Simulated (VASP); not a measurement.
# BaTiO3 (Pm-3m) in VASP: a series of runs

The runs below take BaTiO3 through single point, with r2SCAN.

Program: VASP 6.6.1. These are calculated values, not measurements. Logs are shortened: lines on timing, memory, paths and dates and some standing lists are left out, and cuts for length are marked.

### 1 The cell of the first run

The structure is cubic, space group Pm-3m (No. 221). Conventional cell: a = 3.994 Å, b = 3.994 Å, c = 3.994 Å, α = 90.00°, β = 90.00°, γ = 90.00°. Ba (site symmetry m-3m) has 12 O at 2.82 Å and 8 Ti at 3.46 Å within 3.7 Å. Within 2.6 Å of Ti (site symmetry m-3m) lie 6 O at 2.00 Å. O (site symmetry 4/mmm) has 2 Ti at 2.00 Å within 2.6 Å.

### 2 Single point, r2SCAN

POSCAR

```
BaTiO3
1.0
    3.9944237974      0.0000000000      0.0000000000
    0.0000000000      3.9944237974      0.0000000000
    0.0000000000      0.0000000000      3.9944237974
Ba Ti O
1 1 3
Direct
    0.5000000000      0.5000000000      0.5000000000
    0.0000000000      0.0000000000      0.0000000000
    0.5000000000      0.0000000000      0.0000000000
    0.0000000000      0.5000000000      0.0000000000
    0.0000000000      0.0000000000      0.5000000000
```

INCAR.step1

```
PREC     = Accurate       # precision mode
ENCUT    = 520            # plane-wave cutoff, eV
ISMEAR   = -1             # smearing method
SIGMA    = 0.02           # smearing width, eV
LREAL    = False          # projectors in reciprocal space
LASPH    = True           # aspherical terms in the spheres
NELM     = 80             # most SCF steps
NBANDS   = 28             # bands
GGA      = PE             # functional
ALGO     = Normal         # electronic algorithm
EDIFF    = 1E-4           # SCF threshold, eV
LWAVE    = True           # write WAVECAR
LCHARG   = False          # write CHGCAR
```

INCAR.step2

```
PREC     = Accurate       # precision mode
ENCUT    = 520            # plane-wave cutoff, eV
EDIFF    = 1E-6           # SCF threshold, eV
ISMEAR   = -1             # smearing method
SIGMA    = 0.02           # smearing width, eV
LREAL    = False          # projectors in reciprocal space
LASPH    = True           # aspherical terms in the spheres
NELM     = 80             # most SCF steps
ALGO     = Normal         # electronic algorithm
ISIF     = 2              # what is computed and relaxed
LWAVE    = False          # write WAVECAR
LCHARG   = True           # write CHGCAR
METAGGA  = R2SCAN         # meta-GGA
LMIXTAU  = True         
LELF     = True           # ELF
LVHAR    = True         
NBANDS   = 28             # bands
ISTART   = 1
```

KPOINTS

```
regular mesh
0
Gamma
  6 6 6
```

Potentials or basis: VASP PAW PBE potentials, release 64 (Ba_sv, Ti_sv, O).

Run with:

```
cat potpaw_PBE.64/Ba_sv/POTCAR potpaw_PBE.64/Ti_sv/POTCAR potpaw_PBE.64/O/POTCAR > POTCAR
cp INCAR.step1 INCAR
mpirun -np 1 vasp_std > vasp.out
cp INCAR.step2 INCAR
mpirun -np 1 vasp_std > vasp.out
```

OUTCAR:

```text
PREC = Accurate
   ENCUT = 520
   EDIFF = 1E-6
   ISMEAR = -1
   LREAL = False
   LASPH = True
   NELM = 80
   ISIF = 2
   METAGGA = R2SCAN
   ISTART = 1

 ion  position               nearest neighbor table
   1  0.500  0.500  0.500-   3 2.82   4 2.82   5 2.82   3 2.82   4 2.82   3 2.82   5 2.82   3 2.82
                             4 2.82   5 2.82   4 2.82   5 2.82   2 3.46   2 3.46   2 3.46   2 3.46
   2  0.000  0.000  0.000-   3 2.00   4 2.00   5 2.00   5 2.00   4 2.00   3 2.00   1 3.46   1 3.46
                             1 3.46   1 3.46   1 3.46   1 3.46   1 3.46   1 3.46
   3  0.500  0.000  0.000-   2 2.00   2 2.00   1 2.82   1 2.82   1 2.82   1 2.82
   4  0.000  0.500  0.000-   2 2.00   2 2.00   1 2.82   1 2.82   1 2.82   1 2.82
   5  0.000  0.000  0.500-   2 2.00   2 2.00   1 2.82   1 2.82   1 2.82   1 2.82

  LATTYP: Found a simple cubic cell.
 ALAT       =     3.9944237974

  Lattice vectors:

 A1 = (   3.9944237974,   0.0000000000,   0.0000000000)
 A2 = (   0.0000000000,   3.9944237974,   0.0000000000)
 A3 = (   0.0000000000,   0.0000000000,   3.9944237974)

Analysis of symmetry for initial positions (statically):
=====================================================================
 Subroutine PRICEL returns:
 Original cell was already a primitive cell.

 Routine SETGRP: Setting up the symmetry group for a
 simple cubic supercell.

 Subroutine GETGRP returns: Found 48 space group operations
[... 9 lines left out ...]

 Routine SETGRP: Setting up the symmetry group for a
 simple cubic supercell.

 Subroutine GETGRP returns: Found 48 space group operations
[... 11 lines left out ...]
                                     Primitive cell

  volume of cell :      63.7327

  direct lattice vectors                    reciprocal lattice vectors
     3.994423797  0.000000000  0.000000000     0.250348999  0.000000000  0.000000000
     0.000000000  3.994423797  0.000000000     0.000000000  0.250348999  0.000000000
     0.000000000  0.000000000  3.994423797     0.000000000  0.000000000  0.250348999

  length of vectors
     3.994423797  3.994423797  3.994423797     0.250348999  0.250348999  0.250348999

  position of ions in fractional coordinates (direct lattice)
     0.500000000  0.500000000  0.500000000
     0.000000000  0.000000000  0.000000000
     0.500000000  0.000000000  0.000000000
     0.000000000  0.500000000  0.000000000
     0.000000000  0.000000000  0.500000000

  ion indices of the primitive-cell ions
   primitive index   ion index
                 1           1
                 2           2
                 3           3
                 4           4
[... 67 lines left out ...]
   NELM   =     80;   NELMIN=  2; NELMDL=  0     # of ELM steps
   EDIFF  = 0.1E-05   stopping-criterion for ELM
   LREAL  =      F    real-space projection
   EDIFFG = 0.1E-04   stopping-criterion for IOM
   NSW    =      0    number of steps for IOM
   IBRION =     -1    ionic relax: 0-MD 1-quasi-New 2-CG
   NFREE  =      0    steps in history (QN), initial steepest desc. (CG)
   ISIF   =      2    stress and relaxation
   ISYM   =      2    0-nonsym 1-usesym 2-fastsym
   POTIM  = 0.5000    time-step for ionic-motion
   TEBEG  =    0.0;   TEEND  =   0.0 temperature during run
   PSTRESS=    0.0 pullay stress
   NELECT =      40.0000    total number of electrons
   NUPDOWN=      -1.0000    fix difference up-down
   EMIN   =  10.00;   EMAX   =-10.00  energy-range for DOS
   EFERMI =   0.00;   METHOD = LEGACY
   ISMEAR =    -1;   SIGMA  =   0.02  broadening in eV -4-tet -1-fermi 0-gaus
   EFERMI_NEDOS =   21; number of points for ismear=-14 and -15
   IALGO  =     38    algorithm
   IMIX   =      4    mixing-type and parameters
     AMIX     =   0.40;   BMIX     =  1.00
     AMIX_MAG =   1.60;   BMIX_MAG =  1.00
  volume/ion in A,a.u.               =      12.75        86.02
  Fermi-wavevector in a.u.,A,eV,Ry     =   1.401654  2.648741 26.730451  1.964633
  Thomas-Fermi vector in A             =   2.524493
   LORBIT       =      0    0 simple, 1 ext, 2 COOP (PROOUT), +10 PAW based schemes
   METAGGA = R2SCAN    functional components
   LHFCALC =     F    Hartree Fock is set to
   AEXX    =    0.0000 exact exchange contribution
   IVDW    =     0    specifies the selected vdW correction
   LEPSILON=     F    determine dielectric tensor
   LRPA    =     F    only Hartree local field effects (RPA)
 non-spin polarized calculation
  energy-cutoff  :      520.00
  volume of cell :       63.73
 maximum number of plane-waves:      1743
 NGX is ok and might be reduce to    30
   NGX = 15   NGY = 15   NGZ = 15

 number of electron      39.9999976 magnetization

 Free energy of the ion-electron system (eV)
  ---------------------------------------------------
  ext. energy  EPLUGINS =         0.00000000
  ---------------------------------------------------
  free energy    TOTEN  =       -74.23008260 eV

  energy without entropy =      -74.23008260  energy(sigma->0) =      -74.23008260

 E-fermi :   4.2040     XC(G=0): -11.9539

 val. band max:        3.5790568256   @ k =   0.5000   0.5000   0.5000
 cond. band min:       5.7272314860   @ k =   0.0000   0.0000   0.0000
 fundamental gap:      2.1481746604
 Fermi energy:         4.2040445924

 k-point     1 :       0.0000    0.0000    0.0000
  band No.  band energies     occupation
      1     -55.2760      2.00000
      2     -30.4374      2.00000
      3     -30.4374      2.00000
      4     -30.4374      2.00000
      5     -21.8782      2.00000
      6     -14.2951      2.00000
[... 609 lines left out ...]
     27      11.7419      0.00000
     28      11.7419      0.00000

------------------------ aborting loop because EDIFF is reached ----------------------------------------

  FORCE on cell =-STRESS in cart. coord.  units (eV):
  Direction    XX          YY          ZZ          XY          YZ          ZX
  --------------------------------------------------------------------------------------
  -------------------------------------------------------------------------------------
  Total        0.7696311      0.7696311      0.7696311     -0.0000000     -0.0000000      0.0000000
  in kB       19.3477625     19.3477625     19.3477625     -0.0000000     -0.0000000      0.0000000
  external PRESSURE =      19.3477625 kB  Pullay stress =       0.0000000 kB

 VOLUME and BASIS-vectors are now :
 -----------------------------------------------------------------------------
  energy-cutoff  :      520.00
  volume of cell :       63.73
      direct lattice vectors                 reciprocal lattice vectors
     3.994423797  0.000000000  0.000000000     0.250348999  0.000000000  0.000000000
     0.000000000  3.994423797  0.000000000     0.000000000  0.250348999  0.000000000
     0.000000000  0.000000000  3.994423797     0.000000000  0.000000000  0.250348999

 POSITION                                       TOTAL-FORCE (eV/Angst)
 -----------------------------------------------------------------------------------
      1.99721      1.99721      1.99721         0.000000      0.000000      0.000000
      0.00000      0.00000      0.00000         0.000000      0.000000      0.000000
      1.99721      0.00000      0.00000         0.000000      0.000000      0.000000
      0.00000      1.99721      0.00000         0.000000      0.000000      0.000000
      0.00000      0.00000      1.99721         0.000000      0.000000      0.000000
 -----------------------------------------------------------------------------------
    total drift:                                0.000000     -0.000000      0.000000

  FREE ENERGIE OF THE ION-ELECTRON SYSTEM (eV)
  ---------------------------------------------------
  free  energy   TOTEN  =       -74.2300826006 eV

  energy  without entropy=      -74.2300826006  energy(sigma->0) =      -74.23008260
```

It took 78 s on 1 thread of Intel Xeon 6975P-C (Granite Rapids), shared host; peak memory 0.19 GiB.

What came out:

```yaml
Free_energy: -74.2301 eV
Pressure: 1.9 GPa
Band_gap_on_the_k_mesh: 2.15 eV, indirect (least direct gap 2.30 eV)
```

Levels at points of the mesh, in eV from the valence-band top:
```csv
k point,band 16,band 17,band 18,band 19,band 20,band 21,band 22,band 23,band 24,band 25
"(0.00, 0.00, 0.00)",-1.13,-1.13,-0.15,-0.15,-0.15,2.15,2.15,2.15,4.21,4.21
"(0.50, 0.00, 0.00)",-1.94,-1.83,-1.83,-0.75,-0.75,2.30,3.88,3.88,4.22,6.36
"(0.50, 0.50, 0.00)",-2.70,-1.78,-0.88,-0.88,-0.09,3.89,3.89,4.34,5.14,8.16
"(0.50, 0.50, 0.50)",-2.42,-2.42,0.00,0.00,0.00,4.58,4.58,4.58,7.44,7.44
```

Caveat: the PAW data sets were made with another functional, which shifts forces and pressure a little; spin-orbit coupling is left out, which moves the levels of the heavy elements. r2SCAN opens gaps a little over a GGA but as a rule still falls short of measured ones.

[end of part 1 of 2]
